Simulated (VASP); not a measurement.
# In3Sb3H10 in VASP: notebook

The runs below take In3Sb3H10 through single point, with PBEsol.

Everything below comes from runs of VASP 6.6.1. Logs are shortened: lines on timing, memory, paths and dates and some standing lists are left out, and cuts for length are marked.

## (1) The cell of the first run

The cell holds a wire with vacuum, 16 atoms: a = 15.900 Å, b = 16.200 Å, c = 6.371 Å, α = 90.00°, β = 90.00°, γ = 90.00°.

## (2) Single point, PBEsol

Input file INCAR:

```
ALGO = Normal
EDIFF = 1E-6
ENCUT = 520
GGA = PS
ISIF = 2
ISMEAR = 0
LASPH = T
LCHARG = F
LREAL = Auto
LWAVE = F
NBANDS = 46
NELM = 60
PREC = Accurate
SIGMA = 0.05
```

Input file KPOINTS:

```
k-points
0
Gamma
  1 1 9
```

Input file POSCAR:

```
In3Sb3H10
1.0
   15.9000000000      0.0000000000      0.0000000000
    0.0000000000     16.2000000000      0.0000000000
    0.0000000000      0.0000000000      6.3708401784
In Sb H
3 3 10
Direct
    0.5592187639      0.5581101109     -0.0406167485
    0.5546805300      0.3311799138      0.5222909596
    0.3280137095      0.5536901650      0.5223589338
    0.6360195933      0.4443873325      0.2382861182
    0.4433491075      0.6334945018      0.2382848288
    0.4567993530      0.4575925274      0.7128811792
    0.6282533390      0.6258764814      0.8414025333
    0.6312916473      0.3022833876      0.6991884888
    0.4923979499      0.2707310736      0.3641812965
    0.7094033169      0.4991990800      0.3754485546
    0.7070032407      0.3929893412      0.0861091693
    0.2986030751      0.6288965454      0.6992583223
    0.2663753715      0.4925883856      0.3642933033
    0.4991969061      0.7055249726      0.3754264169
    0.3909752238      0.7031613615      0.0861117352
    0.4060442535      0.4077789897      0.9124383314
```

Potentials or basis: VASP PAW PBE potentials, release 64 (In_d, Sb, H).

Run with:

```
$ cat potpaw_PBE.64/In_d/POTCAR potpaw_PBE.64/Sb/POTCAR potpaw_PBE.64/H/POTCAR > POTCAR
$ mpirun -np 1 vasp_std > vasp.out
```

OUTCAR:

```text
EDIFF = 1E-6
   ENCUT = 520
   GGA = PS
   ISIF = 2
   ISMEAR = 0
   LASPH = T
   LREAL = Auto
   NELM = 60
   PREC = Accurate

 ion  position               nearest neighbor table
   1  0.559  0.558  0.959-   7 1.72   6 2.79   4 2.84   5 2.84
   2  0.555  0.331  0.522-   9 1.72   8 1.72   6 2.84   4 2.88
   3  0.328  0.554  0.522-  13 1.72  12 1.72   6 2.84   5 2.88
   4  0.636  0.444  0.238-  11 1.71  10 1.71   1 2.84   2 2.88
   5  0.443  0.633  0.238-  15 1.71  14 1.71   1 2.84   3 2.88
   6  0.457  0.458  0.713-  16 1.71   1 2.79   3 2.84   2 2.84
   7  0.628  0.626  0.841-   1 1.72
   8  0.631  0.302  0.699-   2 1.72
   9  0.492  0.271  0.364-   2 1.72
  10  0.709  0.499  0.375-   4 1.71
  11  0.707  0.393  0.086-   4 1.71
  12  0.299  0.629  0.699-   3 1.72
  13  0.266  0.493  0.364-   3 1.72
  14  0.499  0.706  0.375-   5 1.71
  15  0.391  0.703  0.086-   5 1.71
  16  0.406  0.408  0.912-   6 1.71

  LATTYP: Found a simple orthorhombic cell.
 ALAT       =     6.3708401784
 B/A-ratio  =     2.4957461739
 C/A-ratio  =     2.5428357244

  Lattice vectors:

 A1 = (   0.0000000000,   0.0000000000,   6.3708401784)
 A2 = (  15.9000000000,   0.0000000000,   0.0000000000)
 A3 = (   0.0000000000,  16.2000000000,   0.0000000000)

Analysis of symmetry for initial positions (statically):
=====================================================================
 Subroutine PRICEL returns:
 Original cell was already a primitive cell.

 Routine SETGRP: Setting up the symmetry group for a
 simple orthorhombic supercell.

 Subroutine GETGRP returns: Found  1 space group operations
 (whereof  1 operations were pure point group operations)
 out of a pool of  8 trial point group operations.

The static configuration has the point symmetry C_1 .

Analysis of symmetry for dynamics (positions and initial velocities):
=====================================================================
 Subroutine PRICEL returns:
 Original cell was already a primitive cell.

 Routine SETGRP: Setting up the symmetry group for a
 simple orthorhombic supercell.

 Subroutine GETGRP returns: Found  1 space group operations
 (whereof  1 operations were pure point group operations)
 out of a pool of  8 trial point group operations.

The dynamic configuration has the point symmetry C_1 .

 Subroutine INISYM returns: Found  1 space group operations
 (whereof  1 operations are pure point group operations),
[... 108 lines left out ...]
   IBRION =     -1    ionic relax: 0-MD 1-quasi-New 2-CG
   NFREE  =      0    steps in history (QN), initial steepest desc. (CG)
   ISIF   =      2    stress and relaxation
   ISYM   =      2    0-nonsym 1-usesym 2-fastsym
   POTIM  = 0.5000    time-step for ionic-motion
   TEBEG  =    0.0;   TEEND  =   0.0 temperature during run
   PSTRESS=    0.0 pullay stress
   NELECT =      64.0000    total number of electrons
   NUPDOWN=      -1.0000    fix difference up-down
   EMIN   =  10.00;   EMAX   =-10.00  energy-range for DOS
   EFERMI =   0.00;   METHOD = LEGACY
   ISMEAR =     0;   SIGMA  =   0.05  broadening in eV -4-tet -1-fermi 0-gaus
   EFERMI_NEDOS =   21; number of points for ismear=-14 and -15
   IALGO  =     38    algorithm
   IMIX   =      4    mixing-type and parameters
     AMIX     =   0.40;   BMIX     =  1.00
     AMIX_MAG =   1.60;   BMIX_MAG =  1.00
  volume/ion in A,a.u.               =     102.56       692.13
  Fermi-wavevector in a.u.,A,eV,Ry     =   0.555178  1.049133  4.193616  0.308222
  Thomas-Fermi vector in A             =   1.588802
   LORBIT       =      0    0 simple, 1 ext, 2 COOP (PROOUT), +10 PAW based schemes
   GGA     = PS    functional components
   LHFCALC =     F    Hartree Fock is set to
   AEXX    =    0.0000 exact exchange contribution
   IVDW    =     0    specifies the selected vdW correction
   LEPSILON=     F    determine dielectric tensor
   LRPA    =     F    only Hartree local field effects (RPA)
 non-spin polarized calculation
 Gauss-broadening in eV      SIGMA  =   0.05
  energy-cutoff  :      520.00
  volume of cell :     1641.00
 maximum number of plane-waves:     44230
 NGX is ok and might be reduce to   120
   NGX = 59   NGY = 61   NGZ = 23

 number of electron      64.0000010 magnetization

 Free energy of the ion-electron system (eV)
  ---------------------------------------------------
  ext. energy  EPLUGINS =         0.00000000
  ---------------------------------------------------
  free energy    TOTEN  =       -50.83288888 eV

  energy without entropy =      -50.83288888  energy(sigma->0) =      -50.83288888

 E-fermi :  -4.4503     XC(G=0):  -2.0400

 val. band max:       -4.6995762348   @ k =   0.0000   0.0000   0.0000
 cond. band min:      -1.1645555794   @ k =   0.0000   0.0000   0.3333
 fundamental gap:      3.5350206554
 Fermi energy:        -4.4502503390

 k-point     1 :       0.0000    0.0000    0.0000
  band No.  band energies     occupation
      1     -17.7425      2.00000
      2     -17.7361      2.00000
      3     -17.7169      2.00000
      4     -17.6207      2.00000
      5     -17.6031      2.00000
      6     -17.4935      2.00000
[... 224 lines left out ...]
     43       0.9294      0.00000
     44       1.1139      0.00000
 [bands above 44 left out]

------------------------ aborting loop because EDIFF is reached ----------------------------------------

  FORCE on cell =-STRESS in cart. coord.  units (eV):
  Direction    XX          YY          ZZ          XY          YZ          ZX
  --------------------------------------------------------------------------------------
  -------------------------------------------------------------------------------------
  Total        0.1419548      0.1654149      0.1781633      0.0448012      0.0096597      0.0145351
  in kB        0.1385964      0.1615015      0.1739483      0.0437413      0.0094312      0.0141912
  external PRESSURE =       0.1580154 kB  Pullay stress =       0.0000000 kB

 VOLUME and BASIS-vectors are now :
 -----------------------------------------------------------------------------
  energy-cutoff  :      520.00
  volume of cell :     1641.00
      direct lattice vectors                 reciprocal lattice vectors
    15.900000000  0.000000000  0.000000000     0.062893082  0.000000000  0.000000000
     0.000000000 16.200000000  0.000000000     0.000000000  0.061728395  0.000000000
     0.000000000  0.000000000  6.370840178     0.000000000  0.000000000  0.156965168

 POSITION                                       TOTAL-FORCE (eV/Angst)
 -----------------------------------------------------------------------------------
      8.89158      9.04138      6.11208        -0.003950     -0.000988     -0.011455
      8.81942      5.36511      3.32743        -0.002946     -0.017146      0.002605
      5.21542      8.96978      3.32787        -0.014712      0.007664      0.003924
     10.11271      7.19907      1.51808        -0.164745     -0.009757      0.013089
      7.04925     10.26261      1.51807        -0.003940     -0.163042      0.016361
      7.26311      7.41300      4.54165         0.058607      0.061458     -0.093071
[... 8 lines left out ...]
      6.21651     11.39121      0.54860        -0.057302      0.082088     -0.070275
      6.45610      6.60602      5.81300        -0.063520     -0.064619      0.100588
 -----------------------------------------------------------------------------------
    total drift:                               -0.026611     -0.010697      0.002304

  FREE ENERGIE OF THE ION-ELECTRON SYSTEM (eV)
  ---------------------------------------------------
  free  energy   TOTEN  =       -50.8328888766 eV

  energy  without entropy=      -50.8328888766  energy(sigma->0) =      -50.83288888
```

Wall time 34 min (1 thread of Oxide Virtual Turin-like, shared host); peak memory 1.3 GiB.

What came out:

- Free energy: -50.8329 eV
- Largest force: 0.166 eV/Å
- Band gap on the k mesh: 3.54 eV, indirect (least direct gap 3.58 eV)

Forces in eV/Å, atoms in the order of the input:
```
In  -0.004 -0.001 -0.011
In  -0.003 -0.017  0.003
In  -0.015  0.008  0.004
Sb  -0.165 -0.010  0.013
Sb  -0.004 -0.163  0.016
Sb   0.059  0.061 -0.093
H   -0.002 -0.003  0.003
H   -0.013  0.009 -0.013
H    0.012  0.012  0.007
H    0.086  0.064  0.059
H    0.083 -0.058 -0.070
H    0.010 -0.014 -0.013
H    0.013  0.010  0.007
H    0.065  0.085  0.059
H   -0.057  0.082 -0.070
H   -0.064 -0.065  0.101
```

Caveat: the PAW data sets were made with another functional, which shifts forces and pressure a little; spin-orbit coupling is left out, which moves the levels of the heavy elements.

## (3) Single point, PBEsol

This run uses another cell than the first one, of 104.96 Å³/atom, 1.023 times its volume.

Input file INCAR:

```
SYSTEM = In3Sb3H10
PREC = Accurate
ENCUT = 520
EDIFF = 1E-6
ISMEAR = 0
SIGMA = 0.05
LREAL = Auto
LASPH = .TRUE.
NELM = 60
ALGO = Normal
ISIF = 2
LWAVE = .FALSE.
LCHARG = .FALSE.
GGA = PS
NBANDS = 46
```

Input file KPOINTS:

```
regular mesh
0
G
  1 1 9
  0 0 0
```

Input file POSCAR:

```
In3Sb3H10
1.0
   15.9000000000      0.0000000000      0.0000000000
    0.0000000000     16.2000000000      0.0000000000
    0.0000000000      0.0000000000      6.5198581153
In Sb H
3 3 10
Direct
    0.5518014163      0.5508421308      0.0000000000
    0.5518014163      0.3496119420      0.5000000000
    0.3467744315      0.5508421308      0.5000000000
    0.6543149086      0.4502270364      0.2500000000
    0.4492879239      0.6514572251      0.2500000000
    0.4492879239      0.4502270364      0.7500000000
    0.6149831438      0.6128538263      0.8459185076
    0.6149831438      0.2876002464      0.6540814924
    0.4886196887      0.2876002464      0.3459185076
    0.7164072961      0.5111695648      0.4014249149
    0.7164072961      0.3892845080      0.0985750851
    0.2835927039      0.6128538263      0.6540814924
    0.2835927039      0.4888304352      0.3459185076
    0.5113803113      0.7123997536      0.4014249149
    0.3871955364      0.7123997536      0.0985750851
    0.3871955364      0.3892845080      0.9014249149
```

Potentials or basis: VASP PAW PBE potentials, release 64 (In_d, Sb, H).

Run with:

```
$ cat potpaw_PBE.64/In_d/POTCAR potpaw_PBE.64/Sb/POTCAR potpaw_PBE.64/H/POTCAR > POTCAR
$ mpirun -np 1 vasp_std > vasp.out
```

OUTCAR:

```text
SYSTEM = In3Sb3H10
   PREC = Accurate
   ENCUT = 520
   EDIFF = 1E-6
   ISMEAR = 0
   LREAL = Auto
   LASPH = .TRUE.
   NELM = 60
   ISIF = 2
   GGA = PS

 ion  position               nearest neighbor table
   1  0.552  0.551  0.000-   7 1.74   5 2.82   4 2.82   6 2.82
   2  0.552  0.350  0.500-   8 1.74   9 1.74   4 2.82   6 2.82
   3  0.347  0.551  0.500-  12 1.74  13 1.74   5 2.82   6 2.82
   4  0.654  0.450  0.250-  10 1.71  11 1.71   1 2.82   2 2.82
   5  0.449  0.651  0.250-  14 1.71  15 1.71   1 2.82   3 2.82
   6  0.449  0.450  0.750-  16 1.71   2 2.82   3 2.82   1 2.82
   7  0.615  0.613  0.846-   1 1.74
   8  0.615  0.288  0.654-   2 1.74
   9  0.489  0.288  0.346-   2 1.74
  10  0.716  0.511  0.401-   4 1.71
  11  0.716  0.389  0.099-   4 1.71
  12  0.284  0.613  0.654-   3 1.74
  13  0.284  0.489  0.346-   3 1.74
  14  0.511  0.712  0.401-   5 1.71
  15  0.387  0.712  0.099-   5 1.71
  16  0.387  0.389  0.901-   6 1.71

  LATTYP: Found a simple orthorhombic cell.
 ALAT       =     6.5198581153
 B/A-ratio  =     2.4387033765
 C/A-ratio  =     2.4847166477

  Lattice vectors:

 A1 = (   0.0000000000,   0.0000000000,   6.5198581153)
 A2 = (  15.9000000000,   0.0000000000,   0.0000000000)
 A3 = (   0.0000000000,  16.2000000000,   0.0000000000)

Analysis of symmetry for initial positions (statically):
=====================================================================
 Subroutine PRICEL returns:
 Original cell was already a primitive cell.

 Routine SETGRP: Setting up the symmetry group for a
 simple orthorhombic supercell.

 Subroutine GETGRP returns: Found  1 space group operations
 (whereof  1 operations were pure point group operations)
 out of a pool of  8 trial point group operations.

The static configuration has the point symmetry C_1 .

Analysis of symmetry for dynamics (positions and initial velocities):
=====================================================================
 Subroutine PRICEL returns:
 Original cell was already a primitive cell.
[... 141 lines left out ...]
   GGA     = PS    functional components
   LHFCALC =     F    Hartree Fock is set to
   AEXX    =    0.0000 exact exchange contribution
   IVDW    =     0    specifies the selected vdW correction
   LEPSILON=     F    determine dielectric tensor
   LRPA    =     F    only Hartree local field effects (RPA)
 non-spin polarized calculation
 Gauss-broadening in eV      SIGMA  =   0.05
  energy-cutoff  :      520.00
  volume of cell :     1679.39
 maximum number of plane-waves:     45232
 NGX is ok and might be reduce to   120
   NGX = 59   NGY = 61   NGZ = 25

 number of electron      63.9999982 magnetization

 Free energy of the ion-electron system (eV)
  ---------------------------------------------------
  ext. energy  EPLUGINS =         0.00000000
  ---------------------------------------------------
  free energy    TOTEN  =       -50.12101675 eV

  energy without entropy =      -50.12101675  energy(sigma->0) =      -50.12101675

 E-fermi :  -4.3160     XC(G=0):  -2.0173

 val. band max:       -4.5809503628   @ k =   0.0000   0.0000   0.0000
 cond. band min:      -1.6115286896   @ k =   0.0000   0.0000   0.0000
 fundamental gap:      2.9694216732
 Fermi energy:        -4.3160477954

 k-point     1 :       0.0000    0.0000    0.0000
  band No.  band energies     occupation
      1     -17.8911      2.00000
      2     -17.8816      2.00000
      3     -17.8712      2.00000
      4     -17.7511      2.00000
      5     -17.7396      2.00000
      6     -17.2685      2.00000
[... 224 lines left out ...]
     43       0.9594      0.00000
     44       1.0892      0.00000
 [bands above 44 left out]

------------------------ aborting loop because EDIFF is reached ----------------------------------------

  FORCE on cell =-STRESS in cart. coord.  units (eV):
  Direction    XX          YY          ZZ          XY          YZ          ZX
  --------------------------------------------------------------------------------------
  -------------------------------------------------------------------------------------
  Total       -0.7278107     -0.6684351     -0.8547485     -0.3039546     -0.5118045     -0.5077060
  in kB       -0.6943505     -0.6377046     -0.8154524     -0.2899806     -0.4882749     -0.4843648
  external PRESSURE =      -0.7158358 kB  Pullay stress =       0.0000000 kB

 VOLUME and BASIS-vectors are now :
 -----------------------------------------------------------------------------
  energy-cutoff  :      520.00
  volume of cell :     1679.39
      direct lattice vectors                 reciprocal lattice vectors
    15.900000000  0.000000000  0.000000000     0.062893082  0.000000000  0.000000000
     0.000000000 16.200000000  0.000000000     0.000000000  0.061728395  0.000000000
     0.000000000  0.000000000  6.519858115     0.000000000  0.000000000  0.153377571

 POSITION                                       TOTAL-FORCE (eV/Angst)
 -----------------------------------------------------------------------------------
      8.77364      8.92364      0.00000         0.149893      0.141677     -0.489900
      8.77364      5.66371      3.25993         0.013894     -0.878851      0.278290
      5.51371      8.92364      3.25993        -0.891244     -0.005144      0.287523
     10.40361      7.29368      1.62996        -0.865998      0.039448      0.234774
      7.14368     10.55361      1.62996         0.040514     -0.859369      0.235578
      7.14368      7.29368      4.88989         0.445347      0.449008     -0.147082
[... 8 lines left out ...]
      6.15641     11.54088      0.64270         0.224882      0.178349      0.148006
      6.15641      6.30641      5.87716         0.017133      0.017443     -0.060818
 -----------------------------------------------------------------------------------
    total drift:                                0.018223      0.015842      0.002625

  FREE ENERGIE OF THE ION-ELECTRON SYSTEM (eV)
  ---------------------------------------------------
  free  energy   TOTEN  =       -50.1210167503 eV

  energy  without entropy=      -50.1210167503  energy(sigma->0) =      -50.12101675
```

OSZICAR:

```text
N       E                     dE             d eps       ncg     rms          rms(c)
DAV:   1     0.415413557354E+03    0.41541E+03   -0.20115E+04   564   0.924E+02
DAV:   2    -0.715949229808E+01   -0.42257E+03   -0.41547E+03   590   0.234E+02
DAV:   3    -0.513269513727E+02   -0.44167E+02   -0.43935E+02   576   0.926E+01
[... 20 lines left out ...]
DAV:  24    -0.501210021768E+02   -0.16389E-04   -0.79339E-07   372   0.422E-03    0.282E-03
DAV:  25    -0.501210095758E+02   -0.73990E-05   -0.53758E-07   400   0.254E-03    0.232E-03
DAV:  26    -0.501210126707E+02   -0.30950E-05   -0.14579E-07   400   0.207E-03    0.963E-04
DAV:  27    -0.501210161160E+02   -0.34452E-05   -0.22279E-07   362   0.157E-03    0.130E-03
DAV:  28    -0.501210167503E+02   -0.63435E-06   -0.56466E-08   400   0.931E-04
   1 F= -.50121017E+02 E0= -.50121017E+02  d E =-.212291E-14
```

stdout:

```text
POSCAR found type information on POSCAR InSbH
 POSCAR found :  3 types and      16 ions
 scaLAPACK will be used
 -----------------------------------------------------------------------------
|                                                                             |
|                                                                             |
|     You enforced a specific xc type in the INCAR file but a different       |
|     I HOPE YOU KNOW WHAT YOU ARE DOING!                                     |
|                                                                             |
 -----------------------------------------------------------------------------

 LDA part: xc-table for (Slater+PW92), standard interpolation
 POSCAR, INCAR and KPOINTS ok, starting setup
 FFT: planning ... GRIDC
 FFT: planning ... GRID_SOFT
 FFT: planning ... GRID
 WAVECAR not read
 entering main loop
```

It took 26 min on 1 thread of Oxide Virtual Turin-like, shared host; peak memory 1.3 GiB.

Results:

```yaml
Free_energy: -50.1210 eV
Largest_force: 0.936 eV/Å
Band_gap_on_the_k_mesh: 2.97 eV, direct
```

Forces on the atoms (eV/Å):
```
In   0.150  0.142 -0.490
In   0.014 -0.879  0.278
In  -0.891 -0.005  0.288
Sb  -0.866  0.039  0.235
Sb   0.041 -0.859  0.236
Sb   0.445  0.449 -0.147
H   -0.014 -0.014 -0.071
H    0.156  0.181  0.089
H   -0.042  0.281 -0.151
H    0.269 -0.141 -0.219
H    0.178  0.225  0.148
H    0.180  0.157  0.089
H    0.280 -0.041 -0.152
H   -0.141  0.270 -0.219
H    0.225  0.178  0.148
H    0.017  0.017 -0.061
```

Caveat: the PAW data sets were made with another functional, which shifts forces and pressure a little; spin-orbit coupling is left out, which moves the levels of the heavy elements.
